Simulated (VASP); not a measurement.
Here is a VASP 6.6.1 calculation.

Contents of INCAR:

```
PREC = Accurate ; ENCUT = 520
EDIFF = 1E-6 ; ISMEAR = -1
SIGMA = 0.05 ; LREAL = False
LASPH = True ; NELM = 100
ALGO = Normal ; ISIF = 2
LWAVE = False ; LCHARG = False
GGA = PE ; NBANDS = 11
```

File KPOINTS:

```
regular mesh
0
Gamma
  18 18 18
```

Contents of POSCAR:

```
Pd
1.0
   -1.5981932794      1.5981932794      1.5981932794
    1.5981932794     -1.5981932794      1.5981932794
    1.5981932794      1.5981932794     -1.5981932794
Pd
1
Direct
    0.0000000000      0.0000000000      0.0000000000
```

Potentials or basis: VASP PAW PBE potentials, release 64 (Pd).

The run is started by

```sh
$ cat potpaw_PBE.64/Pd/POTCAR > POTCAR
$ mpirun -np 1 vasp_std > vasp.out
```

(1) Predict the pressure.

(2) What does it give for the band gap on the k mesh?

## Answers

(1) -8.1 GPa.

(2) zero (band 5 reaches 8.66 eV, above the bottom of band 6 at 7.27 eV).
